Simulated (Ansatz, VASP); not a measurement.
## GaAs: VASP beside Ansatz

POSCAR

```
GaAs
1.0
    0.0000000000      2.8402449141      2.8402449141
    2.8402449141      0.0000000000      2.8402449141
    2.8402449141      2.8402449141      0.0000000000
Ga As
1 1
Direct
    0.0000000000      0.0000000000      0.0000000000
    0.7500000000      0.7500000000      0.7500000000
```

Contents of INCAR.step1:

```
PREC = Accurate
ENCUT = 520
ISMEAR = 0
SIGMA = 0.05
LREAL = F
LASPH = T
NELM = 80
NBANDS = 16
GGA = PE
ALGO = Normal
EDIFF = 1E-4
LWAVE = T
LCHARG = F
```

The input INCAR.step2:

```
PREC = Accurate
ENCUT = 520
EDIFF = 1E-6
ISMEAR = 0
SIGMA = 0.05
LREAL = F
LASPH = T
NELM = 80
ALGO = Normal
ISIF = 2
LWAVE = F
LCHARG = T
METAGGA = R2SCAN
LMIXTAU = T
IVDW = 13
VDW_S6 = 1.0
VDW_S8 = 0.6018749
VDW_A1 = 0.51559235
VDW_A2 = 5.77342911
LELF = T
LVHAR = T
NBANDS = 16
ISTART = 1
```

File KPOINTS:

```
Automatic mesh
0
Gamma
  8 8 8
```

Input for Ansatz:

```yaml
crystal:
  lattice:
    - [0.0, 2.8402449141, 2.8402449141]
    - [2.8402449141, 0.0, 2.8402449141]
    - [2.8402449141, 2.8402449141, 0.0]
  atoms:
    - { symbol: Ga, position: [0.0, 0.0, 0.0] }
    - { symbol: As, position: [0.75, 0.75, 0.75] }
basis:
  ecutwfc: 500
  ecutrho_ratio: 4
kpoints:
  mp_grid: { grid: [8, 8, 8] }
hamiltonian:
  xc: r2scan
  dispersion: d4
scf:
  occupations: { method: gaussian, width: 0.05 }
output:
  forces: true
  stress: true
  eigenvalues: true
```

Alike in both runs: task single point; functional r2SCAN; dispersion D4; k mesh 8 × 8 × 8; occupations gaussian, width 0.05 eV; no spin polarisation.

```csv
,VASP,Ansatz
version,VASP 6.6.1,Ansatz 0.2.0
potentials or method,"VASP PAW PBE potentials, release 64 (Ga_d, As), cutoff 520 eV","scalar-relativistic, plane waves, PAW"
valence electrons in the cell,18,28
```

|  | VASP | Ansatz | Ansatz less VASP |
| --- | --- | --- | --- |
| gap on the k mesh at the Fermi level (eV) | 0.88 | 0.90 | +0.019 |
| least direct gap on the mesh (eV) | 0.88 | 0.90 | +0.019 |
| pressure (GPa) | -1.3 | -1.4 | -0.11 |

VASP's potentials were made for PBE, not for r2SCAN. VASP's potentials hold 18 valence electrons a cell and Ansatz's 28, so a difference there can come from the potentials and not from the codes.
